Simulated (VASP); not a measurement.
A run of VASP 6.6.1 is set up as follows.

The input POSCAR:

```
Sb
1.0
    4.5277000000      0.0000000000      0.0000000000
    0.0000000000      4.4211000000      0.0000000000
   -1.3205190000      0.0000000000      6.3643480000
Sb
4
Direct
    0.3399300000      0.2500000000      0.6836700000
    0.9366380000      0.7500000000      0.7627580000
    0.0633620000      0.2500000000      0.2372420000
    0.6600700000      0.7500000000      0.3163300000
```

Contents of INCAR.step1:

```
SYSTEM = Sb
ALGO = Normal
EDIFF = 1E-4
ENCUT = 520
GGA = PE
ISMEAR = -1
LASPH = .True.
LCHARG = .False.
LREAL = .False.
LWAVE = .True.
NBANDS = 18
NELM = 80
PREC = Accurate
SIGMA = 0.05
```

Contents of INCAR.step2:

```
SYSTEM = Sb
ALGO = Normal
EDIFF = 1E-7
ENCUT = 520
ISIF = 2
ISMEAR = -1
ISTART = 1
LASPH = .True.
LCHARG = .True.
LELF = .True.
LMIXTAU = .True.
LREAL = .False.
LVHAR = .True.
LWAVE = .False.
METAGGA = R2SCAN
NBANDS = 18
NELM = 80
PREC = Accurate
SIGMA = 0.05
```

The input KPOINTS:

```
k-points
0
Gamma
  6 6 4
  0 0 0
```

Potentials or basis: VASP PAW PBE potentials, release 64 (Sb).

Command:

```console
$ cat potpaw_PBE.64/Sb/POTCAR > POTCAR
$ cp INCAR.step1 INCAR
$ mpirun -np 1 vasp_std > vasp.out
$ cp INCAR.step2 INCAR
$ mpirun -np 1 vasp_std > vasp.out
```

Problem. What does it give for the band gap on the k mesh?

Solution. Zero (band 10 reaches 6.63 eV, above the bottom of band 11 at 6.00 eV).

Problem. Estimate the largest force.

Solution. 0.301 eV/Å.

Problem. Estimate the pressure.

Solution. -0.6 GPa.

Stress tensor (GPa, compression positive):
```
-0.52  0.00  0.16
 0.00 -1.19  0.00
 0.16  0.00 -0.15
```

Caveat: the PAW data sets were made with another functional, which shifts forces and pressure a little; spin-orbit coupling is left out, which moves the levels of the heavy elements.
